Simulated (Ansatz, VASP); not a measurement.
# CsPbCl3 in VASP and in Ansatz

Contents of INCAR:

```
SYSTEM = CsPbCl3
PREC     = Accurate       ! precision mode
ENCUT    = 520            ! plane-wave cutoff, eV
EDIFF    = 1E-6           ! SCF threshold, eV
ISMEAR   = 0              ! smearing method
SIGMA    = 0.05           ! smearing width, eV
LREAL    = .FALSE.        ! projectors in reciprocal space
LASPH    = .TRUE.         ! aspherical terms in the spheres
NELM     = 60             ! most SCF steps
ALGO     = Normal         ! electronic algorithm
ISIF     = 2              ! what is computed and relaxed
LWAVE    = .FALSE.        ! write WAVECAR
LCHARG   = .FALSE.        ! write CHGCAR
GGA      = PS             ! functional
NBANDS   = 30             ! bands
```

File KPOINTS:

```
regular mesh
0
G
  6 6 6
  0 0 0
```

The input POSCAR:

```
CsPbCl3
1.0
    4.0031551156      2.3112226836      3.2955554574
   -4.0031551156      2.3112226836      3.2955554574
    0.0000000000     -4.6224453672      3.2955554574
Cs Pb Cl
1 1 3
Direct
    0.5000000000      0.5000000000      0.5000000000
    0.0000000000      0.0000000000      0.0000000000
    0.5000000000      0.0279679110      0.9720320890
    0.0186003000      0.9907673110      0.4906323890
    0.9813997000      0.5093676110      0.0092326890
```

Input for Ansatz:

```yaml
crystal:
  lattice:
    - [4.0031551156, 2.3112226836, 3.2955554574]
    - [-4.0031551156, 2.3112226836, 3.2955554574]
    - [0.0, -4.6224453672, 3.2955554574]
  atoms:
    - { symbol: Cs, position: [0.5, 0.5, 0.5] }
    - { symbol: Pb, position: [0.0, 0.0, 0.0] }
    - { symbol: Cl, position: [0.5, 0.027967911, 0.972032089] }
    - { symbol: Cl, position: [0.0186003, 0.990767311, 0.490632389] }
    - { symbol: Cl, position: [0.9813997, 0.509367611, 0.009232689] }
basis:
  ecutwfc: 420
kpoints:
  mp_grid: { grid: [6, 6, 6] }
hamiltonian:
  xc: pbesol
scf:
  occupations: { method: gaussian, width: 0.05 }
output:
  forces: true
  stress: true
  eigenvalues: true
```

Change from the starting cell: all Cl atoms moved +0.075 Å, as atom 3 towards its neighbour atom 1 (Cs) at 3.854 Å.

Alike in both runs: task single point; functional PBEsol; k mesh 6 × 6 × 6; occupations gaussian, width 0.05 eV; no spin polarisation.

```csv
,VASP,Ansatz
version,VASP 6.6.1,Ansatz 0.2.0
potentials or method,"VASP PAW PBE potentials, release 64 (Cs_sv, Pb_d, Cl), cutoff 520 eV","scalar-relativistic, plane waves, PAW"
valence electrons in the cell,44,44
```

Ansatz gave:

```
gap on the k mesh at the Fermi level (eV) : 2.02
least direct gap on the mesh (eV)         : 2.02
pressure (GPa)                            : -0.7
rms of the force components (eV/Å)        : 0.043
```

Q: What did VASP give for the same quantities?

A: gap on the k mesh at the Fermi level (eV): 2.03; least direct gap on the mesh (eV): 2.03; pressure (GPa): -0.7; rms of the force components (eV/Å): 0.043.

VASP's potentials were made for PBE, not for PBEsol. Atom by atom the forces differ by 0.000 eV/Å (rms over components).

Spin-orbit coupling is off throughout.
